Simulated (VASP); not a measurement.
# HfN (I4/mmm) in VASP: a series of runs, part 2 of 2

VASP 6.6.1. Earlier steps stand in the parts before.

## Step 3: Single point, LDA (strain +0.080 along x and y, -0.080 along z)

Input file INCAR:

```
PREC = Accurate ; ENCUT = 520
EDIFF = 1E-6 ; ISMEAR = 0
SIGMA = 0.15 ; LREAL = False
LASPH = True ; NELM = 100
ALGO = Normal ; ISIF = 2
LWAVE = False ; LCHARG = True
GGA = CA ; LELF = True
LVHAR = True ; NBANDS = 14
```

Input file KPOINTS:

```
regular mesh
0
Gamma
  18 18 18
```

Input file POSCAR:

```
HfN
1.0
    0.0000000000      2.4397200000      2.0782800000
    2.4397200000      0.0000000000      2.0782800000
    2.4397200000      2.4397200000      0.0000000000
Hf N
1 1
Direct
    0.0000000000      0.0000000000      0.0000000000
    0.5000000000      0.5000000000      0.5000000000
```

Potentials or basis: VASP PAW LDA potentials, release 64 (Hf_pv, N).

The run is started by

```
$ cat potpaw_LDA.64/Hf_pv/POTCAR potpaw_LDA.64/N/POTCAR > POTCAR
$ mpirun -np 1 vasp_std > vasp.out
```

OUTCAR:

```text
PREC = Accurate
   ENCUT = 520
   EDIFF = 1E-6
   ISMEAR = 0
   LREAL = False
   LASPH = True
   NELM = 100
   ISIF = 2
   GGA = CA

 ion  position               nearest neighbor table
   1  0.000  0.000  0.000-   2 2.08   2 2.08   2 2.44   2 2.44   2 2.44   2 2.44
   2  0.500  0.500  0.500-   1 2.08   1 2.08   1 2.44   1 2.44   1 2.44   1 2.44

  LATTYP: Found a body centered tetragonal cell.
 ALAT       =     3.4502851124
 C/A-ratio  =     1.2047004420

  Lattice vectors:

 A1 = (   0.0000000000,  -2.4397200000,  -2.0782800000)
 A2 = (   0.0000000000,   2.4397200000,  -2.0782800000)
 A3 = (   2.4397200000,   0.0000000000,   2.0782800000)

Analysis of symmetry for initial positions (statically):
=====================================================================
 Subroutine PRICEL returns:
 Original cell was already a primitive cell.

 Routine SETGRP: Setting up the symmetry group for a
 body centered tetragonal supercell.

 Subroutine GETGRP returns: Found 16 space group operations
 (whereof 16 operations were pure point group operations)
 out of a pool of 16 trial point group operations.

The static configuration has the point symmetry D_4h.

Analysis of symmetry for dynamics (positions and initial velocities):
=====================================================================
 Subroutine PRICEL returns:
 Original cell was already a primitive cell.

 Routine SETGRP: Setting up the symmetry group for a
 body centered tetragonal supercell.

 Subroutine GETGRP returns: Found 16 space group operations
 (whereof 16 operations were pure point group operations)
 out of a pool of 16 trial point group operations.

The dynamic configuration has the point symmetry D_4h.

 Subroutine INISYM returns: Found 16 space group operations
 (whereof 16 operations are pure point group operations),
 and found     1 'primitive' translations

----------------------------------------------------------------------------------------

                                     Primitive cell

  volume of cell :      24.7408

[... 113 lines left out ...]
   GGA     = CA    functional components
   LHFCALC =     F    Hartree Fock is set to
   AEXX    =    0.0000 exact exchange contribution
   IVDW    =     0    specifies the selected vdW correction
   LEPSILON=     F    determine dielectric tensor
   LRPA    =     F    only Hartree local field effects (RPA)
 non-spin polarized calculation
 Gauss-broadening in eV      SIGMA  =   0.15
  energy-cutoff  :      520.00
  volume of cell :       24.74
 maximum number of plane-waves:       696
   NGX = 11   NGY = 11   NGZ = 13

 number of electron      15.0000001 magnetization

 Free energy of the ion-electron system (eV)
  ---------------------------------------------------
  ext. energy  EPLUGINS =         0.00000000
  ---------------------------------------------------
  free energy    TOTEN  =       -23.10077927 eV

  energy without entropy =      -23.09237889  energy(sigma->0) =      -23.09657908

 E-fermi :   7.5857     XC(G=0): -12.5766

 val. band max:        7.5827099735   @ k =  -0.0556   0.1111   0.0556
 cond. band min:       7.6009748375   @ k =  -0.2778   0.3333   0.2778
 fundamental gap:      0.0182648640
 Fermi energy:         7.5857417189

 k-point     1 :       0.0000    0.0000    0.0000
  band No.  band energies     occupation
      1     -23.5739      2.00000
      2     -23.5739      2.00000
      3     -23.5115      2.00000
      4      -9.3463      2.00000
      5       4.4573      2.00000
      6       4.4573      2.00000
      7       5.3268      2.00000
      8       6.8289      2.00000
      9       6.8578      2.00000
     10       6.8578      2.00000
     11       8.2135      0.00000
     12       8.4127      0.00000
     13      13.0738      0.00000
     14      17.3337      0.00000
[... 377 lines left out ...]
      1     -23.9064      2.00000
      2     -23.6402      2.00000
      3     -23.5598      2.00000
      4      -8.3864      2.00000
      5       1.4724      2.00000
      6       2.6382      2.00000
      7       3.6307      2.00000
      8       7.8007      0.04274
      9       8.2949      0.00000
     10       9.4747      0.00000
     11      10.4012      0.00000
     12      11.2837      0.00000
     13      14.8443      0.00000
     14      18.7641      0.00000

 [... further k-points ...]
[... 5 lines left out ...]
  --------------------------------------------------------------------------------------
  -------------------------------------------------------------------------------------
  Total       -5.4541849     -5.4541849      5.9732055      0.0000000      0.0000000      0.0000000
  in kB     -353.2046485   -353.2046485    386.8156289      0.0000000      0.0000000      0.0000000
  external PRESSURE =    -106.5312227 kB  Pullay stress =       0.0000000 kB

 VOLUME and BASIS-vectors are now :
 -----------------------------------------------------------------------------
  energy-cutoff  :      520.00
  volume of cell :       24.74
      direct lattice vectors                 reciprocal lattice vectors
     0.000000000  2.439720000  2.078280000    -0.204941551  0.204941551  0.240583559
     2.439720000  0.000000000  2.078280000     0.204941551 -0.204941551  0.240583559
     2.439720000  2.439720000  0.000000000     0.204941551  0.204941551 -0.240583559

 POSITION                                       TOTAL-FORCE (eV/Angst)
 -----------------------------------------------------------------------------------
      0.00000      0.00000      0.00000        -0.000000      0.000000      0.000000
      2.43972      2.43972      2.07828         0.000000     -0.000000      0.000000
 -----------------------------------------------------------------------------------
    total drift:                                0.000000     -0.000000     -0.000000

  FREE ENERGIE OF THE ION-ELECTRON SYSTEM (eV)
  ---------------------------------------------------
  free  energy   TOTEN  =       -23.1007792729 eV

  energy  without entropy=      -23.0923788946  energy(sigma->0) =      -23.09657908
```

OSZICAR:

```text
N       E                     dE             d eps       ncg     rms          rms(c)
DAV:   1     0.360223710237E+02    0.36022E+02   -0.77512E+03 13504   0.996E+02
DAV:   2    -0.243877383587E+02   -0.60410E+02   -0.56383E+02 17388   0.225E+02
DAV:   3    -0.263008118500E+02   -0.19131E+01   -0.19030E+01 16096   0.321E+01
DAV:   4    -0.263086020280E+02   -0.77902E-02   -0.77886E-02 15908   0.245E+00
DAV:   5    -0.263086615792E+02   -0.59551E-04   -0.59550E-04 16282   0.183E-01    0.517E+01
DAV:   6    -0.232829971503E+02    0.30257E+01   -0.98635E+00 15066   0.225E+01    0.444E+01
DAV:   7    -0.231457763270E+02    0.13722E+00   -0.68305E-01 16002   0.572E+00    0.277E+01
DAV:   8    -0.231090892583E+02    0.36687E-01   -0.17123E-01 16980   0.329E+00    0.531E+00
DAV:   9    -0.231011454221E+02    0.79438E-02   -0.26997E-02 15318   0.119E+00    0.145E+00
DAV:  10    -0.231008072467E+02    0.33818E-03   -0.17369E-03 17178   0.357E-01    0.925E-02
DAV:  11    -0.231007792110E+02    0.28036E-04   -0.12991E-04 15684   0.103E-01    0.351E-02
DAV:  12    -0.231007792729E+02   -0.61931E-07   -0.73557E-06 17088   0.227E-02
   1 F= -.23100779E+02 E0= -.23096579E+02  d E =-.840038E-02
```

Wall time 1.8 min (1 thread of Intel Xeon Platinum 8375C at 2.90GHz (Ice Lake), shared host); peak memory 0.28 GiB.

Results:

| Item | Value |
| --- | --- |
| Free energy | -23.1008 eV |
| Pressure | -10.7 GPa |

Caveat: the cell differs from its parent crystal (strain +0.080 along x and y, -0.080 along z); spin-orbit coupling is left out, which moves the levels of the heavy elements.

## Step 4: Single point, LDA (strain +0.080 along x and y, +0.000 along z)

Input file INCAR:

```
PREC     = Accurate       # precision mode
ENCUT    = 520            # plane-wave cutoff, eV
EDIFF    = 1E-6           # SCF threshold, eV
ISMEAR   = 0              # smearing method
SIGMA    = 0.15           # smearing width, eV
LREAL    = F              # projectors in reciprocal space
LASPH    = T              # aspherical terms in the spheres
NELM     = 60             # most SCF steps
ALGO     = Normal         # electronic algorithm
ISIF     = 2              # what is computed and relaxed
LWAVE    = F              # write WAVECAR
LCHARG   = F              # write CHGCAR
NBANDS   = 14             # bands
```

KPOINTS is that of step 3.

Input file POSCAR:

```
HfN
1.0
    0.0000000000      2.4397200000      2.2590000000
    2.4397200000      0.0000000000      2.2590000000
    2.4397200000      2.4397200000      0.0000000000
Hf N
1 1
Direct
    0.0000000000      0.0000000000      0.0000000000
    0.5000000000      0.5000000000      0.5000000000
```

The run is started by

```
$ cat potpaw_LDA.64/Hf_pv/POTCAR potpaw_LDA.64/N/POTCAR > POTCAR
$ mpirun -np 1 vasp_std > vasp.out
```

Wall time 3 min (1 thread of Intel Xeon Platinum 8375C at 2.90GHz (Ice Lake), shared host); peak memory 0.3 GiB.

The run converged. Its results:

```
Free energy : -23.1317 eV
Pressure    : -36.3 GPa
```

Stress tensor (GPa, compression positive):
```
-42.16   0.00   0.00
  0.00 -42.16   0.00
  0.00   0.00 -24.43
```

Levels at points of the mesh, in eV from the Fermi level:
```tsv
k point	band 4	band 5	band 6	band 7	band 8	band 9	band 10	band 11	band 12	band 13
(0.00, 0.00, 0.00)	-16.34	-2.82	-2.82	-2.58	-0.51	-0.51	-0.02	0.18	1.07	2.83
(0.50, 0.00, 0.00)	-14.25	-7.96	-5.46	-5.46	2.48	2.99	3.26	3.75	6.37	7.34
(0.50, 0.50, 0.00)	-15.28	-4.74	-3.67	-3.67	-3.30	3.30	3.97	4.39	4.39	6.81
(0.50, 0.00, 0.50)	-15.35	-5.38	-3.43	-3.24	-3.08	2.69	3.95	4.65	4.73	6.07
```

Caveat: the cell differs from its parent crystal (strain +0.080 along x and y, +0.000 along z); spin-orbit coupling is left out, which moves the levels of the heavy elements.

## Step 5: Single point, LDA (strain -0.040 along x and y, -0.080 along z)

Input file INCAR:

```
PREC = Accurate ; ENCUT = 520
EDIFF = 1E-7 ; ISMEAR = 0
SIGMA = 0.15 ; LREAL = False
LASPH = True ; NELM = 80
ALGO = Normal ; ISIF = 2
LWAVE = False ; LCHARG = False
NBANDS = 14
```

KPOINTS is that of step 4.

Input file POSCAR:

```
HfN
1.0
    0.0000000000      2.1686400000      2.0782800000
    2.1686400000      0.0000000000      2.0782800000
    2.1686400000      2.1686400000      0.0000000000
Hf N
1 1
Direct
    0.0000000000      0.0000000000      0.0000000000
    0.5000000000      0.5000000000      0.5000000000
```

The run is started by

```
$ cat potpaw_LDA.64/Hf_pv/POTCAR potpaw_LDA.64/N/POTCAR > POTCAR
$ mpirun -np 1 vasp_std > vasp.out
```

It took 68 s on 1 thread of Intel Xeon Platinum 8375C at 2.90GHz (Ice Lake), shared host; peak memory 0.24 GiB.

Results (log left out):

- Free energy: -23.4103 eV
- Pressure: 53.7 GPa

Stress tensor (GPa, compression positive):
```
38.86  0.00  0.00
 0.00 38.86  0.00
 0.00  0.00 83.39
```

Levels at points of the mesh, in eV from the Fermi level:
```
           k point  band 4  band 5  band 6  band 7  band 8  band 9  band 10  band 11  band 12  band 13
(0.00, 0.00, 0.00)  -18.18   -3.23   -3.23   -2.83   -0.68   -0.68    -0.11     1.95     2.13     4.40
(0.50, 0.00, 0.00)  -14.22   -9.81   -7.07   -7.02    4.04    4.51     4.80     5.49    10.38    11.42
(0.50, 0.50, 0.00)  -17.11   -4.72   -4.62   -3.74   -3.74    5.05     6.87     6.87     7.87    10.48
(0.50, 0.00, 0.50)  -17.12   -5.26   -4.57   -3.71   -3.27    4.83     6.52     7.23     8.06    10.25
```

Caveat: the cell differs from its parent crystal (strain -0.040 along x and y, -0.080 along z); spin-orbit coupling is left out, which moves the levels of the heavy elements.

## Step 6: Single point, LDA (strain -0.080 along x and y, +0.040 along z)

Input file INCAR:

```
  PREC = Accurate
  ENCUT = 520
  EDIFF = 1E-6
  ISMEAR = 0
  SIGMA = 0.15
  LREAL = False
  LASPH = True
  NELM = 80
  ALGO = Normal
  ISIF = 2
  LWAVE = False
  LCHARG = False
  NBANDS = 14
```

Input file KPOINTS:

```
Automatic mesh
0
Gamma
  18 18 18
```

Input file POSCAR:

```
HfN
1.0
    0.0000000000      2.0782800000      2.3493600000
    2.0782800000      0.0000000000      2.3493600000
    2.0782800000      2.0782800000      0.0000000000
Hf N
1 1
Direct
    0.0000000000      0.0000000000      0.0000000000
    0.5000000000      0.5000000000      0.5000000000
```

Potentials or basis: VASP PAW LDA potentials, release 64 (Hf_pv, N).

The run is started by

```
$ cat potpaw_LDA.64/Hf_pv/POTCAR potpaw_LDA.64/N/POTCAR > POTCAR
$ mpirun -np 1 vasp_std > vasp.out
```

Wall time 63 s (1 thread of Intel Xeon Platinum 8375C at 2.90GHz (Ice Lake), shared host); peak memory 0.25 GiB.

It converged, with:

* Free energy: -23.1904 eV
* Pressure: 46.8 GPa

Stress tensor (GPa, compression positive):
```
 77.07   0.00   0.00
  0.00  77.07   0.00
  0.00   0.00 -13.64
```

Levels at points of the mesh, in eV from the Fermi level:
```tsv
k point	band 5	band 6	band 7	band 8	band 9	band 10	band 11	band 12
(0.00, 0.00, 0.00)	-3.61	-2.81	-2.81	-1.51	-0.37	0.14	0.14	3.25
(0.50, 0.00, 0.00)	-9.64	-7.11	-6.92	3.97	4.09	5.03	5.04	8.07
(0.50, 0.50, 0.00)	-6.10	-4.27	-3.20	-3.20	4.83	6.37	6.37	7.13
(0.50, 0.00, 0.50)	-4.57	-4.50	-4.22	-3.30	3.81	5.17	7.64	8.51
```

Caveat: the cell differs from its parent crystal (strain -0.080 along x and y, +0.040 along z); spin-orbit coupling is left out, which moves the levels of the heavy elements.

## Step 7: Summary

| cell | gap on the mesh (eV) | pressure (GPa) |
| --- | --- | --- |
| a = 3.205, b = 3.205, c = 2.939 Å, angles 62.7, 62.7, 54.6°, 2 atoms | none | 38.4 |
| a = 3.205, b = 3.205, c = 3.450 Å, angles 57.4, 57.4, 65.1°, 2 atoms | none | -10.7 |
| a = 3.325, b = 3.325, c = 3.450 Å, angles 58.7, 58.7, 62.5°, 2 atoms | none | -36.3 |
| a = 3.004, b = 3.004, c = 3.067 Å, angles 59.3, 59.3, 61.4°, 2 atoms | none | 53.7 |
| a = 3.137, b = 3.137, c = 2.939 Å, angles 62.1, 62.1, 55.9°, 2 atoms | none | 46.8 |

Alike in all rows: task single point; level LDA; potentials or basis VASP PAW LDA potentials, release 64 (Hf_pv, N); no spin polarisation; k mesh 18 × 18 × 18; cutoff (eV) 520; smearing gaussian 0.15 eV.

Caveats: spin-orbit coupling is left out, which moves the levels of the heavy elements.

Total energies depend on the potentials used, so only differences within one code and one set of settings carry meaning.
